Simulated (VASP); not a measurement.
# Rb (I4/mmm) in VASP: single point with r2SCAN

Aim: the single point of Rb with r2SCAN.

All numbers are computed with VASP 6.6.1; they aren't measurements. Logs are shortened: lines on timing, memory, paths and dates and some standing lists are left out, and cuts for length are marked.

### 1 The cell of the first run

Symmetry: I4/mmm, No. 139, tetragonal system. Conventional cell: a = 5.909 Å, b = 5.909 Å, c = 5.462 Å, α = 90.00°, β = 90.00°, γ = 90.00°.

### 2 Single point, r2SCAN

POSCAR reads:

```
Rb
1.0
   -2.9545118615      2.9545118615      2.7308451955
    2.9545118615     -2.9545118615      2.7308451955
    2.9545118615      2.9545118615     -2.7308451955
Rb
1
Direct
    0.0000000000      0.0000000000      0.0000000000
```

INCAR.step1 reads:

```
  ALGO = Normal
  EDIFF = 1E-4
  ENCUT = 520
  GGA = PE
  ISMEAR = 0
  LASPH = True
  LCHARG = False
  LREAL = False
  LWAVE = True
  NBANDS = 10
  NELM = 100
  PREC = Accurate
  SIGMA = 0.1
```

INCAR.step2 reads:

```
  ALGO = Normal
  EDIFF = 1E-7
  ENCUT = 520
  ISIF = 2
  ISMEAR = 0
  ISTART = 1
  LASPH = True
  LCHARG = False
  LMIXTAU = True
  LREAL = False
  LWAVE = False
  METAGGA = R2SCAN
  NBANDS = 10
  NELM = 100
  PREC = Accurate
  SIGMA = 0.1
```

KPOINTS reads:

```
k-points
0
Gamma
  10 10 10
```

Potentials or basis: VASP PAW PBE potentials, release 64 (Rb_sv).

Command:

```
$ cat potpaw_PBE.64/Rb_sv/POTCAR > POTCAR
$ cp INCAR.step1 INCAR
$ mpirun -np 1 vasp_std > vasp.out
$ cp INCAR.step2 INCAR
$ mpirun -np 1 vasp_std > vasp.out
```

OUTCAR:

```text
EDIFF = 1E-7
   ENCUT = 520
   ISIF = 2
   ISMEAR = 0
   ISTART = 1
   LASPH = True
   LREAL = False
   METAGGA = R2SCAN
   NELM = 100
   PREC = Accurate

 ion  position               nearest neighbor table
   1  0.000  0.000  0.000-

  LATTYP: Found a body centered tetragonal cell.
 ALAT       =     5.9090237230
 C/A-ratio  =     0.9242965754

  Lattice vectors:

 A1 = (  -2.9545118615,   2.9545118615,   2.7308451955)
 A2 = (   2.9545118615,  -2.9545118615,   2.7308451955)
 A3 = (   2.9545118615,   2.9545118615,  -2.7308451955)

Analysis of symmetry for initial positions (statically):
=====================================================================
 Subroutine PRICEL returns:
 Original cell was already a primitive cell.

 Routine SETGRP: Setting up the symmetry group for a
 body centered tetragonal supercell.

 Subroutine GETGRP returns: Found 16 space group operations
 (whereof 16 operations were pure point group operations)
 out of a pool of 16 trial point group operations.

The static configuration has the point symmetry D_4h.

Analysis of symmetry for dynamics (positions and initial velocities):
=====================================================================
 Subroutine PRICEL returns:
 Original cell was already a primitive cell.

 Routine SETGRP: Setting up the symmetry group for a
 body centered tetragonal supercell.

 Subroutine GETGRP returns: Found 16 space group operations
 (whereof 16 operations were pure point group operations)
 out of a pool of 16 trial point group operations.

The dynamic configuration has the point symmetry D_4h.

 Subroutine INISYM returns: Found 16 space group operations
 (whereof 16 operations are pure point group operations),
 and found     1 'primitive' translations

----------------------------------------------------------------------------------------

                                     Primitive cell

  volume of cell :      95.3517

  direct lattice vectors                    reciprocal lattice vectors
    -2.954511861  2.954511861  2.730845196     0.000000000  0.169232693  0.183093498
     2.954511861 -2.954511861  2.730845196     0.169232693  0.000000000  0.183093498
     2.954511861  2.954511861 -2.730845196     0.169232693  0.169232693  0.000000000

  length of vectors
     4.991572514  4.991572514  4.991572514     0.249324956  0.249324956  0.239331170

  position of ions in fractional coordinates (direct lattice)
     0.000000000  0.000000000  0.000000000

  ion indices of the primitive-cell ions
   primitive index   ion index
                 1           1

----------------------------------------------------------------------------------------

 KPOINTS: k-points

Automatic generation of k-mesh.
 Grid dimensions read from file:
 generate k-points for:   10   10   10

 Generating k-lattice:

  Cartesian coordinates                     Fractional coordinates (reciprocal lattice)
     0.000000000  0.016923269  0.018309350     0.100000000  0.000000000  0.000000000
     0.016923269  0.000000000  0.018309350     0.000000000  0.100000000  0.000000000
     0.016923269  0.016923269  0.000000000     0.000000000  0.000000000  0.100000000

  Length of vectors
     0.024932496  0.024932496  0.023933117

  Shift w.r.t. Gamma in fractional coordinates (k-lattice)
     0.000000000  0.000000000  0.000000000

 Subroutine IBZKPT returns following result:
 ===========================================

 Found    102 irreducible k-points:

 Following reciprocal coordinates:
            Coordinates               Weight
  0.000000  0.000000  0.000000      1.000000
  0.100000 -0.000000  0.000000      8.000000
  0.200000 -0.000000  0.000000      8.000000
  0.300000  0.000000  0.000000      8.000000
  0.400000 -0.000000  0.000000      8.000000
  0.500000 -0.000000  0.000000      4.000000
[... 16 lines left out ...]
  0.300000  0.300000  0.000000      8.000000
  0.400000  0.300000  0.000000     16.000000
 [... further k-points ...]
   k-points           NKPTS =    102   k-points in BZ     NKDIM =    102   number of bands    NBANDS=     10
   number of dos      NEDOS =    301   number of ions     NIONS =      1
   total plane-waves  NPLWV =  64000
   dimension x,y,z NGX =    40 NGY =   40 NGZ =   40
   dimension x,y,z NGXF=    80 NGYF=   80 NGZF=   80
   ions per type =               1
   NGX,Y,Z   is equivalent  to a cutoff of  13.32, 13.32, 13.32 a.u.
   NGXF,Y,Z  is equivalent  to a cutoff of  26.64, 26.64, 26.64 a.u.
 SYSTEM =  unknown system
   PREC   = accura    normal or accurate (medium, high low for compatibility)
   ISTART =      1    job   : 0-new  1-cont  2-samecut
   ICHARG =      0    charge: 1-file 2-atom 10-const
   ISPIN  =      1    spin polarized calculation?
   LNONCOLLINEAR =      F non collinear calculations
   LSORBIT =      F    spin-orbit coupling
   LASPH  =      T    aspherical Exc in radial PAW
   ENCUT  =  520.0 eV  38.22 Ry    6.18 a.u.   9.28  9.28  9.28*2*pi/ulx,y,z
   NELM   =    100;   NELMIN=  2; NELMDL=  0     # of ELM steps
   EDIFF  = 0.1E-06   stopping-criterion for ELM
   LREAL  =      F    real-space projection
   EDIFFG = 0.1E-05   stopping-criterion for IOM
   NSW    =      0    number of steps for IOM
   IBRION =     -1    ionic relax: 0-MD 1-quasi-New 2-CG
   NFREE  =      0    steps in history (QN), initial steepest desc. (CG)
   ISIF   =      2    stress and relaxation
   ISYM   =      2    0-nonsym 1-usesym 2-fastsym
   POTIM  = 0.5000    time-step for ionic-motion
   TEBEG  =    0.0;   TEEND  =   0.0 temperature during run
   PSTRESS=    0.0 pullay stress
   NELECT =       9.0000    total number of electrons
   NUPDOWN=      -1.0000    fix difference up-down
   EMIN   =  10.00;   EMAX   =-10.00  energy-range for DOS
   EFERMI =   0.00;   METHOD = LEGACY
   ISMEAR =     0;   SIGMA  =   0.10  broadening in eV -4-tet -1-fermi 0-gaus
   EFERMI_NEDOS =   21; number of points for ismear=-14 and -15
   IALGO  =     38    algorithm
   IMIX   =      4    mixing-type and parameters
     AMIX     =   0.40;   BMIX     =  1.00
     AMIX_MAG =   1.60;   BMIX_MAG =  1.00
  volume/ion in A,a.u.               =      95.35       643.47
  Fermi-wavevector in a.u.,A,eV,Ry     =   0.745383  1.408570  7.559340  0.555596
  Thomas-Fermi vector in A             =   1.840957
   LORBIT       =      0    0 simple, 1 ext, 2 COOP (PROOUT), +10 PAW based schemes
   METAGGA = R2SCAN    functional components
   LHFCALC =     F    Hartree Fock is set to
   AEXX    =    0.0000 exact exchange contribution
   IVDW    =     0    specifies the selected vdW correction
   LEPSILON=     F    determine dielectric tensor
   LRPA    =     F    only Hartree local field effects (RPA)
 non-spin polarized calculation
 Gauss-broadening in eV      SIGMA  =   0.10
  energy-cutoff  :      520.00
  volume of cell :       95.35
 maximum number of plane-waves:      2586
 NGX is ok and might be reduce to    40
   NGX = 19   NGY = 19   NGZ = 19

 number of electron       9.0000000 magnetization

 Free energy of the ion-electron system (eV)
  ---------------------------------------------------
  ext. energy  EPLUGINS =         0.00000000
  ---------------------------------------------------
  free energy    TOTEN  =       -13.91871993 eV

  energy without entropy =      -13.91391917  energy(sigma->0) =      -13.91631955

 E-fermi :  -0.0392     XC(G=0):  -5.6080

 val. band max:       -0.0475769604   @ k =  -0.4000   0.4000   0.2000
 cond. band min:      -0.0171535189   @ k =  -0.2000   0.4000   0.2000
 fundamental gap:      0.0304234414
 Fermi energy:        -0.0391654756

 k-point     1 :       0.0000    0.0000    0.0000
  band No.  band energies     occupation
      1     -30.1379      2.00000
      2     -13.6313      2.00000
      3     -13.6308      2.00000
      4     -13.6308      2.00000
      5      -2.0646      2.00000
      6       3.7587      0.00000
      7       4.2026      0.00000
      8       4.2026      0.00000
      9       4.6861      0.00000
     10       5.2799      0.00000

 k-point     2 :       0.1000   -0.0000    0.0000
  band No.  band energies     occupation
      1     -30.1375      2.00000
      2     -13.6393      2.00000
      3     -13.6336      2.00000
      4     -13.6313      2.00000
      5      -1.9408      2.00000
      6       3.6842      0.00000
      7       3.9296      0.00000
      8       4.1716      0.00000
      9       4.6374      0.00000
     10       5.0463      0.00000

 k-point     3 :       0.2000   -0.0000    0.0000
  band No.  band energies     occupation
      1     -30.1366      2.00000
      2     -13.6605      2.00000
      3     -13.6407      2.00000
      4     -13.6321      2.00000
      5      -1.5795      2.00000
      6       3.1443      0.00000
      7       3.3557      0.00000
      8       4.4002      0.00000
      9       4.7167      0.00000
     10       4.9170      0.00000

 k-point     4 :       0.3000    0.0000    0.0000
  band No.  band energies     occupation
      1     -30.1354      2.00000
      2     -13.6864      2.00000
      3     -13.6495      2.00000
      4     -13.6331      2.00000
      5      -1.0114      2.00000
      6       2.2727      0.00000
      7       3.0041      0.00000
      8       4.8087      0.00000
      9       4.8815      0.00000
     10       4.9743      0.00000
[... 222 lines left out ...]
 k-point    22 :      -0.2000    0.2000    0.0000
  band No.  band energies     occupation
      1     -30.1367      2.00000
      2     -13.6602      2.00000
      3     -13.6394      2.00000
      4     -13.6299      2.00000
      5      -1.6175      2.00000
      6       2.8853      0.00000
      7       3.7329      0.00000
      8       4.4473      0.00000
      9       4.6373      0.00000
     10       5.0354      0.00000

 k-point    23 :       0.3000    0.3000    0.0000
  band No.  band energies     occupation
      1     -30.1338      2.00000
      2     -13.6972      2.00000
      3     -13.6784      2.00000
      4     -13.6428      2.00000
      5       0.7891      0.00000
      6       1.1972      0.00000
      7       1.6303      0.00000
      8       4.3565      0.00000
      9       4.8313      0.00000
     10       5.5824      0.00000

 k-point    24 :       0.4000    0.3000    0.0000
  band No.  band energies     occupation
      1     -30.1338      2.00000
      2     -13.6951      2.00000
      3     -13.6797      2.00000
      4     -13.6409      2.00000
      5       0.6108      0.00000
      6       1.2714      0.00000
      7       1.7115      0.00000
      8       4.3732      0.00000
      9       4.9887      0.00000
     10       5.3742      0.00000

 [... further k-points ...]

------------------------ aborting loop because EDIFF is reached ----------------------------------------

  FORCE on cell =-STRESS in cart. coord.  units (eV):
  Direction    XX          YY          ZZ          XY          YZ          ZX
  --------------------------------------------------------------------------------------
  -------------------------------------------------------------------------------------
  Total       -0.0117540     -0.0117540      0.0118252      0.0000000     -0.0000000      0.0000000
  in kB       -0.1974995     -0.1974995      0.1986968      0.0000000     -0.0000000      0.0000000
  external PRESSURE =      -0.0654341 kB  Pullay stress =       0.0000000 kB

 VOLUME and BASIS-vectors are now :
 -----------------------------------------------------------------------------
  energy-cutoff  :      520.00
  volume of cell :       95.35
      direct lattice vectors                 reciprocal lattice vectors
    -2.954511861  2.954511861  2.730845196     0.000000000  0.169232693  0.183093498
     2.954511861 -2.954511861  2.730845196     0.169232693  0.000000000  0.183093498
     2.954511861  2.954511861 -2.730845196     0.169232693  0.169232693  0.000000000

 POSITION                                       TOTAL-FORCE (eV/Angst)
 -----------------------------------------------------------------------------------
      0.00000      0.00000      0.00000         0.000000      0.000000      0.000000
 -----------------------------------------------------------------------------------
    total drift:                                0.000000      0.000000     -0.000000

  FREE ENERGIE OF THE ION-ELECTRON SYSTEM (eV)
  ---------------------------------------------------
  free  energy   TOTEN  =       -13.9187199318 eV

  energy  without entropy=      -13.9139191702  energy(sigma->0) =      -13.91631955
```

It took 5.9 min on 1 thread of Intel Xeon Platinum 8259CL at 2.50GHz (Skylake/Cascade Lake), shared host; peak memory 0.3 GiB.

Results:

```
Free energy            : -13.9187 eV
Pressure               : 0.0 GPa
Band gap on the k mesh : zero (an odd number of electrons rules out a gap without spin polarisation)
```

Caveat: the PAW data sets were made with another functional, which shifts forces and pressure a little.
